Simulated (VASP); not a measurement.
# Ge (Fmmm) in VASP: notebook

The runs below take Ge through single point, with r2SCAN.

All numbers are computed with VASP 6.6.1; they aren't measurements. Logs are shortened: lines on timing, memory, paths and dates and some standing lists are left out, and cuts for length are marked.

## Step 1: The cell of the first run

It takes space group Fmmm (No. 69, orthorhombic). Conventional cell: a = 5.261 Å, b = 5.771 Å, c = 10.231 Å, α = 90.00°, β = 90.00°, γ = 90.00°. Within 3.4 Å of Ge (site symmetry m2m) lie 8 Ge at 2.61 to 3.17 Å. Within 3.7 Å of Ge (site symmetry mm2) lie 12 Ge at 2.71 to 3.69 Å.

## Step 2: Single point, r2SCAN

File POSCAR:

```
Ge
1.0
    0.0000000000      2.8857400000      5.1156650000
    2.6304970000      0.0000000000      5.1156650000
    2.6304970000      2.8857400000      0.0000000000
Ge
4
Direct
    0.7264900000      0.2735100000      0.7264900000
    0.2735100000      0.7264900000      0.2735100000
    0.2181330000      0.2181330000      0.7818670000
    0.7818670000      0.7818670000      0.2181330000
```

File INCAR.step1:

```
SYSTEM = Ge
PREC = Accurate
ENCUT = 520
ISMEAR = -1
SIGMA = 0.05
LREAL = .FALSE.
LASPH = .TRUE.
NELM = 80
NBANDS = 36
GGA = PE
ALGO = Normal
EDIFF = 1E-4
LWAVE = .TRUE.
LCHARG = .FALSE.
```

File INCAR.step2:

```
SYSTEM = Ge
PREC = Accurate
ENCUT = 520
EDIFF = 1E-6
ISMEAR = -1
SIGMA = 0.05
LREAL = .FALSE.
LASPH = .TRUE.
NELM = 80
ALGO = Normal
ISIF = 2
LWAVE = .FALSE.
LCHARG = .FALSE.
METAGGA = R2SCAN
LMIXTAU = .TRUE.
NBANDS = 36
ISTART = 1
```

File KPOINTS:

```
Automatic mesh
0
G
  7 7 7
  0 0 0
```

Potentials or basis: VASP PAW PBE potentials, release 64 (Ge_d).

The run is started by

```console
cat potpaw_PBE.64/Ge_d/POTCAR > POTCAR
cp INCAR.step1 INCAR
mpirun -np 1 vasp_std > vasp.out
cp INCAR.step2 INCAR
mpirun -np 1 vasp_std > vasp.out
```

OUTCAR:

```text
SYSTEM = Ge
   PREC = Accurate
   ENCUT = 520
   EDIFF = 1E-6
   ISMEAR = -1
   LREAL = .FALSE.
   LASPH = .TRUE.
   NELM = 80
   ISIF = 2
   METAGGA = R2SCAN
   ISTART = 1

 ion  position               nearest neighbor table
   1  0.726  0.274  0.726-   2 2.61   2 2.64   2 2.64   3 2.73   4 2.73
   2  0.274  0.726  0.274-   1 2.61   1 2.64   1 2.64   3 2.73   4 2.73
   3  0.218  0.218  0.782-   4 2.71   4 2.71   1 2.73   2 2.73
   4  0.782  0.782  0.218-   3 2.71   3 2.71   1 2.73   2 2.73

  LATTYP: Found a face centered orthorhombic cell.
 ALAT       =     5.2609940000
 B/A-ratio  =     1.0970322338
 C/A-ratio  =     1.9447522654

  Lattice vectors:

 A1 = (   0.0000000000,   2.8857400000,   5.1156650000)
 A2 = (   2.6304970000,   0.0000000000,   5.1156650000)
 A3 = (   2.6304970000,   2.8857400000,   0.0000000000)

Analysis of symmetry for initial positions (statically):
=====================================================================
 Subroutine PRICEL returns:
 Original cell was already a primitive cell.

 Routine SETGRP: Setting up the symmetry group for a
 face centered orthorhombic supercell.

 Subroutine GETGRP returns: Found  8 space group operations
 (whereof  8 operations were pure point group operations)
 out of a pool of  8 trial point group operations.

The static configuration has the point symmetry D_2h.

Analysis of symmetry for dynamics (positions and initial velocities):
=====================================================================
 Subroutine PRICEL returns:
 Original cell was already a primitive cell.

 Routine SETGRP: Setting up the symmetry group for a
 face centered orthorhombic supercell.

 Subroutine GETGRP returns: Found  8 space group operations
 (whereof  8 operations were pure point group operations)
 out of a pool of  8 trial point group operations.

The dynamic configuration has the point symmetry D_2h.

 Subroutine INISYM returns: Found  8 space group operations
 (whereof  8 operations are pure point group operations),
 and found     1 'primitive' translations

----------------------------------------------------------------------------------------

                                     Primitive cell

  volume of cell :      77.6653

  direct lattice vectors                    reciprocal lattice vectors
     0.000000000  2.885740000  5.115665000    -0.190078149  0.173265783  0.097739004
     2.630497000  0.000000000  5.115665000     0.190078149 -0.173265783  0.097739004
     2.630497000  2.885740000  0.000000000     0.190078149  0.173265783 -0.097739004

  length of vectors
     5.873459265  5.752351072  3.904741965     0.275142957  0.275142957  0.275142957

  position of ions in fractional coordinates (direct lattice)
     0.726490000  0.273510000  0.726490000
     0.273510000  0.726490000  0.273510000
     0.218133000  0.218133000  0.781867000
     0.781867000  0.781867000  0.218133000

  ion indices of the primitive-cell ions
   primitive index   ion index
                 1           1
                 2           2
                 3           3
                 4           4

----------------------------------------------------------------------------------------

 KPOINTS: Automatic mesh

Automatic generation of k-mesh.
 Grid dimensions read from file:
 generate k-points for:    7    7    7

 Generating k-lattice:

  Cartesian coordinates                     Fractional coordinates (reciprocal lattice)
    -0.027154021  0.024752255  0.013962715     0.142857143 -0.000000000 -0.000000000
     0.027154021 -0.024752255  0.013962715     0.000000000  0.142857143  0.000000000
     0.027154021  0.024752255 -0.013962715     0.000000000  0.000000000  0.142857143

  Length of vectors
     0.039306137  0.039306137  0.039306137

  Shift w.r.t. Gamma in fractional coordinates (k-lattice)
     0.000000000  0.000000000  0.000000000

 Subroutine IBZKPT returns following result:
 ===========================================

 Found     64 irreducible k-points:

 Following reciprocal coordinates:
            Coordinates               Weight
  0.000000  0.000000  0.000000      1.000000
  0.142857  0.000000  0.000000      8.000000
  0.285714  0.000000  0.000000      8.000000
  0.428571  0.000000  0.000000      8.000000
  0.142857  0.142857  0.000000      2.000000
  0.285714  0.142857  0.000000      8.000000
[... 16 lines left out ...]
  0.000000  0.142857  0.142857      2.000000
  0.285714  0.142857  0.142857      4.000000
 [... further k-points ...]
   k-points           NKPTS =     64   k-points in BZ     NKDIM =     64   number of bands    NBANDS=     36
   number of dos      NEDOS =    301   number of ions     NIONS =      4
   total plane-waves  NPLWV =  69120
   dimension x,y,z NGX =    48 NGY =   48 NGZ =   30
   dimension x,y,z NGXF=    96 NGYF=   96 NGZF=   60
   ions per type =               4
   NGX,Y,Z   is equivalent  to a cutoff of  13.59, 13.87, 12.77 a.u.
   NGXF,Y,Z  is equivalent  to a cutoff of  27.17, 27.74, 25.55 a.u.
 SYSTEM =  Ge
   PREC   = accura    normal or accurate (medium, high low for compatibility)
   ISTART =      1    job   : 0-new  1-cont  2-samecut
   ICHARG =      0    charge: 1-file 2-atom 10-const
   ISPIN  =      1    spin polarized calculation?
   LNONCOLLINEAR =      F non collinear calculations
   LSORBIT =      F    spin-orbit coupling
   LASPH  =      T    aspherical Exc in radial PAW
   ENCUT  =  520.0 eV  38.22 Ry    6.18 a.u.  10.92 10.70  7.26*2*pi/ulx,y,z
   NELM   =     80;   NELMIN=  2; NELMDL=  0     # of ELM steps
   EDIFF  = 0.1E-05   stopping-criterion for ELM
   LREAL  =      F    real-space projection
   EDIFFG = 0.1E-04   stopping-criterion for IOM
   NSW    =      0    number of steps for IOM
   IBRION =     -1    ionic relax: 0-MD 1-quasi-New 2-CG
   NFREE  =      0    steps in history (QN), initial steepest desc. (CG)
   ISIF   =      2    stress and relaxation
   ISYM   =      2    0-nonsym 1-usesym 2-fastsym
   POTIM  = 0.5000    time-step for ionic-motion
   TEBEG  =    0.0;   TEEND  =   0.0 temperature during run
   PSTRESS=    0.0 pullay stress
   NELECT =      56.0000    total number of electrons
   NUPDOWN=      -1.0000    fix difference up-down
   EMIN   =  10.00;   EMAX   =-10.00  energy-range for DOS
   EFERMI =   0.00;   METHOD = LEGACY
   ISMEAR =    -1;   SIGMA  =   0.05  broadening in eV -4-tet -1-fermi 0-gaus
   EFERMI_NEDOS =   21; number of points for ismear=-14 and -15
   IALGO  =     38    algorithm
   IMIX   =      4    mixing-type and parameters
     AMIX     =   0.40;   BMIX     =  1.00
     AMIX_MAG =   1.60;   BMIX_MAG =  1.00
  volume/ion in A,a.u.               =      19.42       131.03
  Fermi-wavevector in a.u.,A,eV,Ry     =   1.468008  2.774133 29.321208  2.155048
  Thomas-Fermi vector in A             =   2.583557
   LORBIT       =      0    0 simple, 1 ext, 2 COOP (PROOUT), +10 PAW based schemes
   METAGGA = R2SCAN    functional components
   LHFCALC =     F    Hartree Fock is set to
   AEXX    =    0.0000 exact exchange contribution
   IVDW    =     0    specifies the selected vdW correction
   LEPSILON=     F    determine dielectric tensor
   LRPA    =     F    only Hartree local field effects (RPA)
 non-spin polarized calculation
  energy-cutoff  :      520.00
  volume of cell :       77.67
 maximum number of plane-waves:      2111
 NGX is ok and might be reduce to    48
   NGX = 21   NGY = 21   NGZ = 15

 number of electron      55.9999999 magnetization

 Free energy of the ion-electron system (eV)
  ---------------------------------------------------
  ext. energy  EPLUGINS =         0.00000000
  ---------------------------------------------------
  free energy    TOTEN  =       -54.03417786 eV

  energy without entropy =      -54.02314087  energy(sigma->0) =      -54.02865937

 E-fermi :   6.1712     XC(G=0): -12.1067

 val. band max:        6.1582237131   @ k =   0.2857   0.1429   0.0000
 cond. band min:       6.2246667146   @ k =   0.4286  -0.2857   0.2857
 fundamental gap:      0.0664430015
 Fermi energy:         6.1711542749

 k-point     1 :       0.0000    0.0000    0.0000
  band No.  band energies     occupation
      1     -19.3069      2.00000
      2     -19.2577      2.00000
      3     -19.2204      2.00000
      4     -19.2057      2.00000
      5     -19.2051      2.00000
      6     -19.2019      2.00000
[... 28 lines left out ...]
     35      13.7416      0.00000
     36      13.9178      0.00000

 k-point     2 :       0.1429    0.0000    0.0000
  band No.  band energies     occupation
      1     -19.2942      2.00000
      2     -19.2511      2.00000
      3     -19.2210      2.00000
      4     -19.2080      2.00000
      5     -19.2006      2.00000
      6     -19.1990      2.00000
[... 28 lines left out ...]
     35      13.2225      0.00000
     36      13.7032      0.00000

 k-point     3 :       0.2857    0.0000    0.0000
  band No.  band energies     occupation
      1     -19.2593      2.00000
      2     -19.2328      2.00000
      3     -19.2250      2.00000
      4     -19.2116      2.00000
      5     -19.1938      2.00000
      6     -19.1844      2.00000
[... 28 lines left out ...]
     35      13.2417      0.00000
     36      13.4149      0.00000
[... 742 lines left out ...]
 k-point    23 :       0.0000    0.1429    0.1429
  band No.  band energies     occupation
      1     -19.2745      2.00000
      2     -19.2471      2.00000
      3     -19.2266      2.00000
      4     -19.2069      2.00000
      5     -19.2017      2.00000
      6     -19.1975      2.00000
[... 28 lines left out ...]
     35      12.5525      0.00000
     36      13.8698      0.00000

 k-point    24 :       0.2857    0.1429    0.1429
  band No.  band energies     occupation
      1     -19.2947      2.00000
      2     -19.2411      2.00000
      3     -19.2223      2.00000
      4     -19.2125      2.00000
      5     -19.1984      2.00000
      6     -19.1903      2.00000
[... 28 lines left out ...]
     35      13.0961      0.00000
     36      13.9549      0.00000

 [... further k-points ...]

------------------------ aborting loop because EDIFF is reached ----------------------------------------

  FORCE on cell =-STRESS in cart. coord.  units (eV):
  Direction    XX          YY          ZZ          XY          YZ          ZX
  --------------------------------------------------------------------------------------
  -------------------------------------------------------------------------------------
  Total       -1.6205470     -1.0259187     -1.0615109      0.0000000      0.0000000      0.0000000
  in kB      -33.4306724    -21.1639359    -21.8981752      0.0000000      0.0000000      0.0000000
  external PRESSURE =     -25.4975945 kB  Pullay stress =       0.0000000 kB

 VOLUME and BASIS-vectors are now :
 -----------------------------------------------------------------------------
  energy-cutoff  :      520.00
  volume of cell :       77.67
      direct lattice vectors                 reciprocal lattice vectors
     0.000000000  2.885740000  5.115665000    -0.190078149  0.173265783  0.097739004
     2.630497000  0.000000000  5.115665000     0.190078149 -0.173265783  0.097739004
     2.630497000  2.885740000  0.000000000     0.190078149  0.173265783 -0.097739004

 POSITION                                       TOTAL-FORCE (eV/Angst)
 -----------------------------------------------------------------------------------
      2.63050      4.19292      5.11566         0.000000     -0.021969      0.000000
      2.63050      1.57856      5.11566         0.000000      0.021969      0.000000
      2.63050      2.88574      2.23179         0.000000      0.000000     -0.045019
      2.63050      2.88574      7.99954         0.000000      0.000000      0.045019
 -----------------------------------------------------------------------------------
    total drift:                                0.000000      0.000000      0.000000

  FREE ENERGIE OF THE ION-ELECTRON SYSTEM (eV)
  ---------------------------------------------------
  free  energy   TOTEN  =       -54.0341778599 eV

  energy  without entropy=      -54.0231408725  energy(sigma->0) =      -54.02865937
```

It took 18 min on 1 thread of Intel Xeon Platinum 8259CL at 2.50GHz (Skylake/Cascade Lake), shared host; peak memory 0.34 GiB.

What came out:

```yaml
Free_energy: -54.0342 eV
Pressure: -2.5 GPa
Largest_force: 0.045 eV/Å
Band_gap_on_the_k_mesh: zero (bands 28 and 29 overlap by 2.87 eV)
```

Forces on the atoms (eV/Å):
```
Ge   0.000 -0.022  0.000
Ge   0.000  0.022  0.000
Ge   0.000  0.000 -0.045
Ge   0.000  0.000  0.045
```

Levels at points of the mesh, in eV from the Fermi level:
```tsv
k point	band 25	band 26	band 27	band 28	band 29	band 30	band 31	band 32
(0.00, 0.00, 0.00)	-2.86	-2.51	-2.13	-2.01	-1.72	3.37	4.21	4.30
```

Caveat: the PAW data sets were made with another functional, which shifts forces and pressure a little.

(Part 1 of 2 ends here.)

The gap in the log of VASP goes by the Fermi energy; the results here count the filled bands.